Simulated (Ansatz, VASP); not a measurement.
## Two plane-wave programs on GaN

```
Ga N
1.0
     0.00000    2.10321    2.10321
     2.13524   -0.03203    2.13524
     2.13524    2.13524   -0.03203
Ga N
1 1
Direct
  0.00000 0.00000 0.00000
  0.50000 0.50000 0.50000
```

Change from the starting cell: strain -0.0300 x Voigt [0, 0, 0, 1, 0, 0], atoms carried along.

Alike in both runs: task single point; functional PBE; k mesh 14 × 14 × 14; occupations gaussian, width 0.05 eV; no spin polarisation.

|  | VASP | Ansatz |
| --- | --- | --- |
| version | VASP 6.6.1 | Ansatz 0.2.0 |
| potentials or method | VASP PAW PBE potentials, release 64 (Ga_d, N), cutoff 520 eV | scalar-relativistic, plane waves, PAW |
| valence electrons in the cell | 18 | 18 |

|  | VASP | Ansatz | Ansatz less VASP |
| --- | --- | --- | --- |
| gap on the k mesh at the Fermi level (eV) | 0.24 | 0.25 | +0.009 |
| least direct gap on the mesh (eV) | 2.16 | 2.16 | -0.002 |
| pressure (GPa) | 0.5 | -0.2 | -0.76 |
| traceless stress, the component that is largest in VASP (GPa) | 6.14 | 6.15 | +0.010 |

With one functional, cell and mesh, what is left measures potentials, basis and numerics.
